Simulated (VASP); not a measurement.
# NaCl (Pm-3m) in VASP: a series of runs

The runs below take NaCl through single point, relaxation of cell and atoms, with BLYP, revPBE, r2SCAN.

Everything below comes from runs of VASP 6.6.1. Logs are shortened: lines on timing, memory, paths and dates and some standing lists are left out, and cuts for length are marked.

## 1. The cell of the first run

Symmetry: Pm-3m, No. 221, cubic system. The conventional cell has a = 3.554 Å, b = 3.554 Å, c = 3.554 Å, α = 90.00°, β = 90.00°, γ = 90.00°. Within 4.1 Å of Cl (site symmetry m-3m) lie 8 Na at 3.08 Å and 6 Cl at 3.55 Å. Within 4.1 Å of Na (site symmetry m-3m) lie 8 Cl at 3.08 Å and 6 Na at 3.55 Å.

## 2. Single point, BLYP

The input, INCAR:

```
SYSTEM = NaCl
PREC     = Accurate       ! precision mode
ENCUT    = 520            ! plane-wave cutoff, eV
EDIFF    = 1E-7           ! SCF threshold, eV
ISMEAR   = -1             ! smearing method
SIGMA    = 0.05           ! smearing width, eV
LREAL    = .False.        ! projectors in reciprocal space
LASPH    = .True.         ! aspherical terms in the spheres
NELM     = 100            ! most SCF steps
ALGO     = Normal         ! electronic algorithm
ISIF     = 2              ! what is computed and relaxed
LWAVE    = .False.        ! write WAVECAR
LCHARG   = .False.        ! write CHGCAR
GGA      = B5             ! functional
ALDAX    = 1.0          
AGGAX    = 1.0          
AGGAC    = 1.0          
ALDAC    = 0.0          
NBANDS   = 14             ! bands
```

The input, KPOINTS:

```
Automatic mesh
0
Gamma
  8 8 8
  0 0 0
```

The input, POSCAR:

```
NaCl
1.0
    3.5542562641      0.0000000000      0.0000000000
    0.0000000000      3.5542562641      0.0000000000
    0.0000000000      0.0000000000      3.5542562641
Cl Na
1 1
Direct
    0.5000000000      0.5000000000      0.5000000000
    0.0000000000      0.0000000000      0.0000000000
```

Potentials or basis: VASP PAW PBE potentials, release 64 (Cl, Na_pv).

The run is started by

```sh
cat potpaw_PBE.64/Cl/POTCAR potpaw_PBE.64/Na_pv/POTCAR > POTCAR
mpirun -np 1 vasp_std > vasp.out
```

OUTCAR:

```text
SYSTEM = NaCl
   PREC = Accurate
   ENCUT = 520
   EDIFF = 1E-7
   ISMEAR = -1
   LREAL = .False.
   LASPH = .True.
   NELM = 100
   ISIF = 2
   GGA = B5

 ion  position               nearest neighbor table
   1  0.500  0.500  0.500-
   2  0.000  0.000  0.000-

  LATTYP: Found a simple cubic cell.
 ALAT       =     3.5542562641

  Lattice vectors:

 A1 = (   3.5542562641,   0.0000000000,   0.0000000000)
 A2 = (   0.0000000000,   3.5542562641,   0.0000000000)
 A3 = (   0.0000000000,   0.0000000000,   3.5542562641)

Analysis of symmetry for initial positions (statically):
=====================================================================
 Subroutine PRICEL returns:
 Original cell was already a primitive cell.

 Routine SETGRP: Setting up the symmetry group for a
 simple cubic supercell.

 Subroutine GETGRP returns: Found 48 space group operations
 (whereof 48 operations were pure point group operations)
 out of a pool of 48 trial point group operations.

The static configuration has the point symmetry O_h .

Analysis of symmetry for dynamics (positions and initial velocities):
=====================================================================
 Subroutine PRICEL returns:
 Original cell was already a primitive cell.

 Routine SETGRP: Setting up the symmetry group for a
 simple cubic supercell.

 Subroutine GETGRP returns: Found 48 space group operations
 (whereof 48 operations were pure point group operations)
 out of a pool of 48 trial point group operations.

The dynamic configuration has the point symmetry O_h .

 Subroutine INISYM returns: Found 48 space group operations
 (whereof 48 operations are pure point group operations),
 and found     1 'primitive' translations

----------------------------------------------------------------------------------------

                                     Primitive cell

  volume of cell :      44.9000

  direct lattice vectors                    reciprocal lattice vectors
     3.554256264  0.000000000  0.000000000     0.281352814  0.000000000  0.000000000
     0.000000000  3.554256264  0.000000000     0.000000000  0.281352814  0.000000000
     0.000000000  0.000000000  3.554256264     0.000000000  0.000000000  0.281352814

  length of vectors
     3.554256264  3.554256264  3.554256264     0.281352814  0.281352814  0.281352814

  position of ions in fractional coordinates (direct lattice)
     0.500000000  0.500000000  0.500000000
     0.000000000  0.000000000  0.000000000

[... 79 lines left out ...]
   NSW    =      0    number of steps for IOM
   IBRION =     -1    ionic relax: 0-MD 1-quasi-New 2-CG
   NFREE  =      0    steps in history (QN), initial steepest desc. (CG)
   ISIF   =      2    stress and relaxation
   ISYM   =      2    0-nonsym 1-usesym 2-fastsym
   POTIM  = 0.5000    time-step for ionic-motion
   TEBEG  =    0.0;   TEEND  =   0.0 temperature during run
   PSTRESS=    0.0 pullay stress
   NELECT =      14.0000    total number of electrons
   NUPDOWN=      -1.0000    fix difference up-down
   EMIN   =  10.00;   EMAX   =-10.00  energy-range for DOS
   EFERMI =   0.00;   METHOD = LEGACY
   ISMEAR =    -1;   SIGMA  =   0.05  broadening in eV -4-tet -1-fermi 0-gaus
   EFERMI_NEDOS =   21; number of points for ismear=-14 and -15
   IALGO  =     38    algorithm
   IMIX   =      4    mixing-type and parameters
     AMIX     =   0.40;   BMIX     =  1.00
     AMIX_MAG =   1.60;   BMIX_MAG =  1.00
  volume/ion in A,a.u.               =      22.45       151.50
  Fermi-wavevector in a.u.,A,eV,Ry     =   1.110117  2.097817 16.767274  1.232360
  Thomas-Fermi vector in A             =   2.246665
   LORBIT       =      0    0 simple, 1 ext, 2 COOP (PROOUT), +10 PAW based schemes
   GGA     = B5    functional components
   LHFCALC =     F    Hartree Fock is set to
   AEXX    =    0.0000 exact exchange contribution
   IVDW    =     0    specifies the selected vdW correction
   LEPSILON=     F    determine dielectric tensor
   LRPA    =     F    only Hartree local field effects (RPA)
 non-spin polarized calculation
  energy-cutoff  :      520.00
  volume of cell :       44.90
 maximum number of plane-waves:      1231
 NGX is ok and might be reduce to    28
   NGX = 13   NGY = 13   NGZ = 13

 number of electron      13.9999992 magnetization

 Free energy of the ion-electron system (eV)
  ---------------------------------------------------
  ext. energy  EPLUGINS =         0.00000000
  ---------------------------------------------------
  free energy    TOTEN  =        -6.04513622 eV

  energy without entropy =       -6.04513622  energy(sigma->0) =       -6.04513622

 E-fermi :   1.5559     XC(G=0):  -7.9123

 val. band max:        0.4204404306   @ k =   0.5000   0.5000   0.0000
 cond. band min:       4.3140582196   @ k =   0.0000   0.0000   0.0000
 fundamental gap:      3.8936177889
 Fermi energy:         1.5558700054

 k-point     1 :       0.0000    0.0000    0.0000
  band No.  band energies     occupation
      1     -22.0046      2.00000
      2     -22.0046      2.00000
      3     -22.0046      2.00000
      4     -12.7771      2.00000
      5      -0.0344      2.00000
      6      -0.0344      2.00000
      7      -0.0344      2.00000
      8       4.3141      0.00000
      9       9.1623      0.00000
     10       9.1623      0.00000
     11      15.6145      0.00000
     12      15.6145      0.00000
     13      15.6145      0.00000
     14      16.1172      0.00000
[... 377 lines left out ...]
      1     -22.0308      2.00000
      2     -22.0257      2.00000
      3     -22.0035      2.00000
      4     -12.2280      2.00000
      5      -1.7193      2.00000
      6      -1.3951      2.00000
      7       0.0809      2.00000
      8       6.4991      0.00000
      9       9.7360      0.00000
     10      10.1208      0.00000
     11      11.4317      0.00000
     12      13.7429      0.00000
     13      13.7698      0.00000
     14      16.2754      0.00000

 [... further k-points ...]
[... 5 lines left out ...]
  --------------------------------------------------------------------------------------
  -------------------------------------------------------------------------------------
  Total       -0.0260888     -0.0260888     -0.0260888      0.0000000      0.0000000     -0.0000000
  in kB       -0.9309326     -0.9309326     -0.9309326      0.0000000      0.0000000     -0.0000000
  external PRESSURE =      -0.9309326 kB  Pullay stress =       0.0000000 kB

 VOLUME and BASIS-vectors are now :
 -----------------------------------------------------------------------------
  energy-cutoff  :      520.00
  volume of cell :       44.90
      direct lattice vectors                 reciprocal lattice vectors
     3.554256264  0.000000000  0.000000000     0.281352814  0.000000000  0.000000000
     0.000000000  3.554256264  0.000000000     0.000000000  0.281352814  0.000000000
     0.000000000  0.000000000  3.554256264     0.000000000  0.000000000  0.281352814

 POSITION                                       TOTAL-FORCE (eV/Angst)
 -----------------------------------------------------------------------------------
      1.77713      1.77713      1.77713         0.000000      0.000000      0.000000
      0.00000      0.00000      0.00000         0.000000      0.000000      0.000000
 -----------------------------------------------------------------------------------
    total drift:                               -0.000000      0.000000      0.000000

  FREE ENERGIE OF THE ION-ELECTRON SYSTEM (eV)
  ---------------------------------------------------
  free  energy   TOTEN  =        -6.0451362213 eV

  energy  without entropy=       -6.0451362213  energy(sigma->0) =       -6.04513622
```

OSZICAR:

```text
N       E                     dE             d eps       ncg     rms          rms(c)
DAV:   1     0.102247276992E+03    0.10225E+03   -0.70171E+03   980   0.996E+02
DAV:   2     0.189736989545E+01   -0.10035E+03   -0.92054E+02  1088   0.279E+02
DAV:   3    -0.625200440651E+01   -0.81494E+01   -0.81039E+01  1262   0.727E+01
DAV:   4    -0.637212134782E+01   -0.12012E+00   -0.12009E+00  1108   0.970E+00
DAV:   5    -0.637470523776E+01   -0.25839E-02   -0.25838E-02  1330   0.143E+00    0.225E+00
DAV:   6    -0.608306174815E+01    0.29164E+00   -0.43324E-01  1264   0.384E+00    0.149E+00
DAV:   7    -0.604788473603E+01    0.35177E-01   -0.10119E-01  1324   0.186E+00    0.114E+00
DAV:   8    -0.604539675957E+01    0.24880E-02   -0.12124E-02  1040   0.960E-01    0.421E-01
DAV:   9    -0.604507506172E+01    0.32170E-03   -0.80638E-04  1220   0.183E-01    0.166E-01
DAV:  10    -0.604513405366E+01   -0.58992E-04   -0.10497E-04  1058   0.841E-02    0.468E-03
DAV:  11    -0.604513577757E+01   -0.17239E-05   -0.43056E-06  1298   0.200E-02    0.804E-03
DAV:  12    -0.604513614242E+01   -0.36485E-06   -0.58402E-07  1100   0.784E-03    0.234E-03
DAV:  13    -0.604513622126E+01   -0.78842E-07   -0.82778E-08  1130   0.283E-03
   1 F= -.60451362E+01 E0= -.60451362E+01  d E =-.976591E-11
```

stdout:

```text
POSCAR found type information on POSCAR ClNa
 POSCAR found :  2 types and       2 ions
 scaLAPACK will be used
 -----------------------------------------------------------------------------
|                                                                             |
|                                                                             |
|     You enforced a specific xc type in the INCAR file but a different       |
|     I HOPE YOU KNOW WHAT YOU ARE DOING!                                     |
|                                                                             |
 -----------------------------------------------------------------------------

 LDA part: xc-table for (Slater(with rela. corr.)+VWN5), standard interpolation
 POSCAR, INCAR and KPOINTS ok, starting setup
 FFT: planning ... GRIDC
 FFT: planning ... GRID_SOFT
 FFT: planning ... GRID
 WAVECAR not read
 entering main loop
```

Run time: 19 s. Hardware: 1 thread of AMD EPYC 7R13 (Zen 3), shared host; peak memory 0.13 GiB.

What came out:

* Free energy: -6.0451 eV
* Pressure: -0.1 GPa
* Band gap on the k mesh: 3.89 eV, indirect (least direct gap 4.35 eV)

Caveat: the PAW data sets were made with another functional, which shifts forces and pressure a little. A hybrid or GW would open this gap; BLYP tends to underestimate it.

(Continued in part 2 of 2.)
